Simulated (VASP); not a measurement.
Here is a VASP 6.6.1 calculation.

Contents of INCAR:

```
SYSTEM = Cd4O3
  PREC = Accurate
  ENCUT = 600
  EDIFF = 1E-6
  ISMEAR = -1
  SIGMA = 0.01
  LREAL = .False.
  LASPH = .True.
  NELM = 200
  ALGO = Normal
  ISIF = 2
  LWAVE = .False.
  LCHARG = .True.
  ISPIN = 2
  MAGMOM = 0.5 0.5 0.5 0.5 0 0 0
  LORBIT = 11
  GGA = PE
  LELF = .True.
  LVHAR = .True.
  NBANDS = 46
  GGA_COMPAT = .False.
```

The input KPOINTS:

```
Automatic mesh
0
Gamma
  1 1 1
  0 0 0
```

POSCAR

```
Cd4O3
1.0
    4.7000000000      0.0000000000      0.0000000000
    0.0000000000      4.7000000000      0.0000000000
    0.0000000000      0.0000000000      4.7000000000
Cd O
4 3
Direct
    0.0000000000      0.0000000000      0.0000000000
    0.0000000000      0.5000000000      0.5000000000
    0.5000000000      0.0000000000      0.5000000000
    0.5000000000      0.5000000000      0.0000000000
    0.5000000000      0.0000000000      0.0000000000
    0.0000000000      0.5000000000      0.0000000000
    0.0000000000      0.0000000000      0.5000000000
```

Potentials or basis: VASP PAW PBE potentials, release 64 (Cd, O).

Run with:

```bash
$ cat potpaw_PBE.64/Cd/POTCAR potpaw_PBE.64/O/POTCAR > POTCAR
$ mpirun -np 1 vasp_gam > vasp.out
```

Task: Predict the net moment.

Result: 0.00 μB per cell.

Task: Predict the pressure.

Result: -7.0 GPa.

Task: Estimate the band gap on the k mesh.

Result: 4.31 eV.

Caveat: the k points lie up to 1.34 Å⁻¹ apart. Expect the measured gap to be larger: semilocal functionals such as PBE lack the derivative discontinuity.
